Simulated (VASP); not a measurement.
A run of VASP 6.6.1 is set up as follows.

Contents of INCAR:

```
PREC = Accurate ; ENCUT = 520
EDIFF = 1E-6 ; ISMEAR = 0
SIGMA = 0.1 ; LREAL = F
LASPH = T ; NELM = 100
ALGO = Normal ; ISIF = 2
LWAVE = F ; LCHARG = F
LDIPOL = T ; IDIPOL = 3
DIPOL = 0.5 0.5 0.500 ; GGA = PE
IVDW = 12 ; NBANDS = 21
```

The input KPOINTS:

```
regular mesh
0
Gamma
  12 12 1
```

Contents of POSCAR:

```
Ge
1.0
    4.2240000000      0.0000000000      0.0000000000
   -2.1120000000      3.6580913056      0.0000000000
    0.0000000000      0.0000000000     28.0000000000
Ge
2
Direct
    0.3333333333      0.6666666667      0.5157142857
    0.6666666667      0.3333333333      0.4842857143
```

Potentials or basis: VASP PAW PBE potentials, release 64 (Ge_d).

Command:

```console
$ cat potpaw_PBE.64/Ge_d/POTCAR > POTCAR
$ mpirun -np 1 vasp_std > vasp.out
```

(1) What does it give for the dispersion energy per atom?

(2) Estimate the band gap on the k mesh.

Answers

(1) -0.141 eV.

(2) zero (filled and empty bands touch).
